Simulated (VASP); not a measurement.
# MgO (d3.b) (Fm-3m) in VASP: a series of runs, part 2 of 3

VASP 6.6.1. The steps go on from the part before.

## (5) Single point, PBE+D3(BJ) (volume scaled by 1.03)

File INCAR:

```
PREC = Accurate
ENCUT = 600
EDIFF = 1E-6
ISMEAR = 0
SIGMA = 0.02
LREAL = F
LASPH = T
NELM = 120
ALGO = Normal
ISIF = 2
LWAVE = F
LCHARG = F
GGA = PE
IVDW = 12
NBANDS = 11
GGA_COMPAT = F
```

File KPOINTS:

```
Automatic mesh
0
Gamma
  10 10 10
```

File POSCAR:

```
MgO
1.0
    0.0000000000      2.1246614091      2.1246614091
    2.1246614091      0.0000000000      2.1246614091
    2.1246614091      2.1246614091      0.0000000000
Mg O
1 1
Direct
    0.0000000000      0.0000000000      0.0000000000
    0.5000000000      0.5000000000      0.5000000000
```

Potentials or basis: VASP PAW PBE potentials, release 64 (Mg, O).

Started as:

```sh
> cat potpaw_PBE.64/Mg/POTCAR potpaw_PBE.64/O/POTCAR > POTCAR
> mpirun -np 1 vasp_std > vasp.out
```

OUTCAR:

```text
PREC = Accurate
   ENCUT = 600
   EDIFF = 1E-6
   ISMEAR = 0
   LREAL = F
   LASPH = T
   NELM = 120
   ISIF = 2
   GGA = PE
   IVDW = 12
 IVDW          = 12

 ion  position               nearest neighbor table
   1  0.000  0.000  0.000-   2 2.12   2 2.12   2 2.12   2 2.12   2 2.12   2 2.12
   2  0.500  0.500  0.500-   1 2.12   1 2.12   1 2.12   1 2.12   1 2.12   1 2.12

  LATTYP: Found a face centered cubic cell.
 ALAT       =     4.2493228182

  Lattice vectors:

 A1 = (   0.0000000000,   2.1246614091,   2.1246614091)
 A2 = (   2.1246614091,   0.0000000000,   2.1246614091)
 A3 = (   2.1246614091,   2.1246614091,   0.0000000000)

Analysis of symmetry for initial positions (statically):
=====================================================================
 Subroutine PRICEL returns:
 Original cell was already a primitive cell.

 Routine SETGRP: Setting up the symmetry group for a
 face centered cubic supercell.

 Subroutine GETGRP returns: Found 48 space group operations
 (whereof 48 operations were pure point group operations)
 out of a pool of 48 trial point group operations.

The static configuration has the point symmetry O_h .

Analysis of symmetry for dynamics (positions and initial velocities):
=====================================================================
 Subroutine PRICEL returns:
 Original cell was already a primitive cell.

 Routine SETGRP: Setting up the symmetry group for a
 face centered cubic supercell.

 Subroutine GETGRP returns: Found 48 space group operations
 (whereof 48 operations were pure point group operations)
 out of a pool of 48 trial point group operations.

The dynamic configuration has the point symmetry O_h .

 Subroutine INISYM returns: Found 48 space group operations
 (whereof 48 operations are pure point group operations),
 and found     1 'primitive' translations

----------------------------------------------------------------------------------------

                                     Primitive cell

  volume of cell :      19.1822

  direct lattice vectors                    reciprocal lattice vectors
     0.000000000  2.124661409  2.124661409    -0.235331615  0.235331615  0.235331615
     2.124661409  0.000000000  2.124661409     0.235331615 -0.235331615  0.235331615
     2.124661409  2.124661409  0.000000000     0.235331615  0.235331615 -0.235331615

  length of vectors
     3.004724980  3.004724980  3.004724980     0.407606313  0.407606313  0.407606313

  position of ions in fractional coordinates (direct lattice)
     0.000000000  0.000000000  0.000000000
     0.500000000  0.500000000  0.500000000

  ion indices of the primitive-cell ions
   primitive index   ion index
                 1           1
                 2           2

----------------------------------------------------------------------------------------

 KPOINTS: Automatic mesh

Automatic generation of k-mesh.
 Grid dimensions read from file:
 generate k-points for:   10   10   10

 Generating k-lattice:

  Cartesian coordinates                     Fractional coordinates (reciprocal lattice)
[... 21 lines left out ...]
  0.400000  0.000000  0.000000      8.000000
  0.500000  0.000000  0.000000      4.000000
[... 16 lines left out ...]
  0.300000  0.300000  0.000000      6.000000
  0.400000  0.300000  0.000000     24.000000
 [... further k-points ...]
   k-points           NKPTS =     47   k-points in BZ     NKDIM =     47   number of bands    NBANDS=     11
   number of dos      NEDOS =    301   number of ions     NIONS =      2
   total plane-waves  NPLWV =  13824
   dimension x,y,z NGX =    24 NGY =   24 NGZ =   24
   dimension x,y,z NGXF=    48 NGYF=   48 NGZF=   48
   ions per type =               1   1
   NGX,Y,Z   is equivalent  to a cutoff of  13.28, 13.28, 13.28 a.u.
   NGXF,Y,Z  is equivalent  to a cutoff of  26.56, 26.56, 26.56 a.u.
 SYSTEM =  unknown system
   PREC   = accura    normal or accurate (medium, high low for compatibility)
   ISTART =      0    job   : 0-new  1-cont  2-samecut
   ICHARG =      2    charge: 1-file 2-atom 10-const
   ISPIN  =      1    spin polarized calculation?
   LNONCOLLINEAR =      F non collinear calculations
   LSORBIT =      F    spin-orbit coupling
   LASPH  =      T    aspherical Exc in radial PAW
   ENCUT  =  600.0 eV  44.10 Ry    6.64 a.u.   6.00  6.00  6.00*2*pi/ulx,y,z
   NELM   =    120;   NELMIN=  2; NELMDL= -5     # of ELM steps
   EDIFF  = 0.1E-05   stopping-criterion for ELM
   LREAL  =      F    real-space projection
   EDIFFG = 0.1E-04   stopping-criterion for IOM
   NSW    =      0    number of steps for IOM
   IBRION =     -1    ionic relax: 0-MD 1-quasi-New 2-CG
   NFREE  =      0    steps in history (QN), initial steepest desc. (CG)
   ISIF   =      2    stress and relaxation
   ISYM   =      2    0-nonsym 1-usesym 2-fastsym
   POTIM  = 0.5000    time-step for ionic-motion
   TEBEG  =    0.0;   TEEND  =   0.0 temperature during run
   PSTRESS=    0.0 pullay stress
   NELECT =       8.0000    total number of electrons
   NUPDOWN=      -1.0000    fix difference up-down
   EMIN   =  10.00;   EMAX   =-10.00  energy-range for DOS
   EFERMI =   0.00;   METHOD = LEGACY
   ISMEAR =     0;   SIGMA  =   0.02  broadening in eV -4-tet -1-fermi 0-gaus
   EFERMI_NEDOS =   21; number of points for ismear=-14 and -15
   IALGO  =     38    algorithm
   IMIX   =      4    mixing-type and parameters
     AMIX     =   0.40;   BMIX     =  1.00
     AMIX_MAG =   1.60;   BMIX_MAG =  1.00
  volume/ion in A,a.u.               =       9.59        64.72
  Fermi-wavevector in a.u.,A,eV,Ry     =   1.223128  2.311376 20.354875  1.496041
  Thomas-Fermi vector in A             =   2.358250
   LORBIT       =      0    0 simple, 1 ext, 2 COOP (PROOUT), +10 PAW based schemes
   GGA     = PE    functional components
   LHFCALC =     F    Hartree Fock is set to
   AEXX    =    0.0000 exact exchange contribution
   IVDW    =    12    specifies the selected vdW correction
   LEPSILON=     F    determine dielectric tensor
   LRPA    =     F    only Hartree local field effects (RPA)
 non-spin polarized calculation
 Gauss-broadening in eV      SIGMA  =   0.02
  energy-cutoff  :      600.00
  volume of cell :       19.18
 maximum number of plane-waves:       656
   NGX = 13   NGY = 13   NGZ = 13

 number of electron       8.0000004 magnetization

 Free energy of the ion-electron system (eV)
  ---------------------------------------------------
  ext. energy  EPLUGINS =         0.00000000
  ---------------------------------------------------
  free energy    TOTEN  =       -11.91494422 eV

  energy without entropy =      -11.91494422  energy(sigma->0) =      -11.91494422

 E-fermi :   3.0730     XC(G=0): -10.9541

 val. band max:        2.9896029856   @ k =   0.0000   0.0000   0.0000
 cond. band min:       7.4640246835   @ k =   0.0000   0.0000   0.0000
 fundamental gap:      4.4744216979
 Fermi energy:         3.0729936704

 k-point     1 :       0.0000    0.0000    0.0000
  band No.  band energies     occupation
      1     -14.1398      2.00000
      2       2.9896      2.00000
      3       2.9896      2.00000
      4       2.9896      2.00000
      5       7.4640      0.00000
      6      18.6413      0.00000
      7      18.6413      0.00000
      8      18.6413      0.00000
      9      22.4871      0.00000
     10      24.2330      0.00000
     11      24.2330      0.00000
[... 309 lines left out ...]
 k-point    24 :       0.4000    0.3000    0.0000
  band No.  band energies     occupation
      1     -12.9618      2.00000
      2      -0.4997      2.00000
      3       1.7248      2.00000
      4       1.9370      2.00000
      5      12.3049      0.00000
      6      13.0840      0.00000
      7      16.3127      0.00000
      8      20.8226      0.00000
      9      21.0244      0.00000
     10      27.5536      0.00000
     11      29.4405      0.00000

 [... further k-points ...]

------------------------ aborting loop because EDIFF is reached ----------------------------------------

 Edisp (eV)   -0.57049

 E8    (eV) :    -0.2234

  FORCE on cell =-STRESS in cart. coord.  units (eV):
  Direction    XX          YY          ZZ          XY          YZ          ZX
  --------------------------------------------------------------------------------------
  -------------------------------------------------------------------------------------
  Total      -0.65294    -0.65294    -0.65294    -0.00000     0.00000     0.00000
  in kB     -54.53607   -54.53607   -54.53607    -0.00000     0.00000     0.00000
  external pressure =      -54.54 kB  Pullay stress =        0.00 kB

 VOLUME and BASIS-vectors are now :
 -----------------------------------------------------------------------------
  energy-cutoff  :      600.00
  volume of cell :       19.18
      direct lattice vectors                 reciprocal lattice vectors
     0.000000000  2.124661409  2.124661409    -0.235331615  0.235331615  0.235331615
     2.124661409  0.000000000  2.124661409     0.235331615 -0.235331615  0.235331615
     2.124661409  2.124661409  0.000000000     0.235331615  0.235331615 -0.235331615

 POSITION                                       TOTAL-FORCE (eV/Angst)
 -----------------------------------------------------------------------------------
      0.00000      0.00000      0.00000         0.000000      0.000000      0.000000
      2.12466      2.12466      2.12466         0.000000      0.000000      0.000000
 -----------------------------------------------------------------------------------
    total drift:                               -0.000000     -0.000000      0.000000

  FREE ENERGIE OF THE ION-ELECTRON SYSTEM (eV)
  ---------------------------------------------------
  free  energy   TOTEN  =       -12.4854353514 eV

  energy  without entropy=      -12.4854353514  energy(sigma->0) =      -12.48543535
```

stdout:

```text
POSCAR found type information on POSCAR MgO
 POSCAR found :  2 types and       2 ions
 scaLAPACK will be used
 LDA part: xc-table for (Slater+PW92), standard interpolation
 POSCAR, INCAR and KPOINTS ok, starting setup
 FFT: planning ... GRIDC
 FFT: planning ... GRID_SOFT
 FFT: planning ... GRID
 WAVECAR not read
 entering main loop
```

Run time: 11 s. Hardware: 1 thread of Intel Xeon 8259CL, shared host; peak memory 0.15 GiB.

Results:

```
Free energy                : -12.4854 eV
Pressure                   : -5.5 GPa
Band gap on the k mesh     : 4.47 eV, direct
Dispersion energy per atom : -0.285 eV
```

## (6) Single point, PBE+D3(BJ) (volume scaled by 1.06)

File INCAR:

```
PREC = Accurate ; ENCUT = 600
EDIFF = 1E-6 ; ISMEAR = 0
SIGMA = 0.02 ; LREAL = False
LASPH = True ; NELM = 120
ALGO = Normal ; ISIF = 2
LWAVE = False ; LCHARG = True
GGA = PE ; IVDW = 12
LELF = True ; LVHAR = True
NBANDS = 11 ; GGA_COMPAT = False
```

File KPOINTS:

```
regular mesh
0
Gamma
  10 10 10
```

File POSCAR:

```
MgO
1.0
    0.0000000000      2.1450920990      2.1450920990
    2.1450920990      0.0000000000      2.1450920990
    2.1450920990      2.1450920990      0.0000000000
Mg O
1 1
Direct
    0.0000000000      0.0000000000      0.0000000000
    0.5000000000      0.5000000000      0.5000000000
```

Potentials or basis: VASP PAW PBE potentials, release 64 (Mg, O).

Started as:

```sh
> cat potpaw_PBE.64/Mg/POTCAR potpaw_PBE.64/O/POTCAR > POTCAR
> mpirun -np 1 vasp_std > vasp.out
```

OUTCAR:

```text
PREC = Accurate
   ENCUT = 600
   EDIFF = 1E-6
   ISMEAR = 0
   LREAL = False
   LASPH = True
   NELM = 120
   ISIF = 2
   GGA = PE
   IVDW = 12
 IVDW          = 12

 ion  position               nearest neighbor table
   1  0.000  0.000  0.000-   2 2.15   2 2.15   2 2.15   2 2.15   2 2.15   2 2.15
   2  0.500  0.500  0.500-   1 2.15   1 2.15   1 2.15   1 2.15   1 2.15   1 2.15

  LATTYP: Found a face centered cubic cell.
 ALAT       =     4.2901841980

  Lattice vectors:

 A1 = (   0.0000000000,   2.1450920990,   2.1450920990)
 A2 = (   2.1450920990,   0.0000000000,   2.1450920990)
 A3 = (   2.1450920990,   2.1450920990,   0.0000000000)
[... 521 lines left out ...]

 Edisp (eV)   -0.55392

 E8    (eV) :    -0.2168

  FORCE on cell =-STRESS in cart. coord.  units (eV):
  Direction    XX          YY          ZZ          XY          YZ          ZX
  --------------------------------------------------------------------------------------
  -------------------------------------------------------------------------------------
  Total      -1.13875    -1.13875    -1.13875    -0.00000     0.00000    -0.00000
  in kB     -92.42091   -92.42091   -92.42091    -0.00000     0.00000    -0.00000
  external pressure =      -92.42 kB  Pullay stress =        0.00 kB

 VOLUME and BASIS-vectors are now :
 -----------------------------------------------------------------------------
  energy-cutoff  :      600.00
  volume of cell :       19.74
      direct lattice vectors                 reciprocal lattice vectors
     0.000000000  2.145092099  2.145092099    -0.233090225  0.233090225  0.233090225
     2.145092099  0.000000000  2.145092099     0.233090225 -0.233090225  0.233090225
     2.145092099  2.145092099  0.000000000     0.233090225  0.233090225 -0.233090225

 POSITION                                       TOTAL-FORCE (eV/Angst)
 -----------------------------------------------------------------------------------
      0.00000      0.00000      0.00000         0.000000      0.000000      0.000000
      2.14509      2.14509      2.14509        -0.000000     -0.000000     -0.000000
 -----------------------------------------------------------------------------------
    total drift:                               -0.000000     -0.000000      0.000000

  FREE ENERGIE OF THE ION-ELECTRON SYSTEM (eV)
  ---------------------------------------------------
  free  energy   TOTEN  =       -12.4612009295 eV

  energy  without entropy=      -12.4612009295  energy(sigma->0) =      -12.46120093
```

stdout:

```text
POSCAR found type information on POSCAR MgO
 POSCAR found :  2 types and       2 ions
 scaLAPACK will be used
 LDA part: xc-table for (Slater+PW92), standard interpolation
 POSCAR, INCAR and KPOINTS ok, starting setup
 FFT: planning ... GRIDC
 FFT: planning ... GRID_SOFT
 FFT: planning ... GRID
 WAVECAR not read
 entering main loop
```

It took 12 s on 1 thread of Intel Xeon 8259CL, shared host; peak memory 0.16 GiB.

What came out:

* Free energy: -12.4612 eV
* Pressure: -9.2 GPa
* Band gap on the k mesh: 4.21 eV, direct
* Dispersion energy per atom: -0.277 eV

(Part 2 of 3 ends here.)
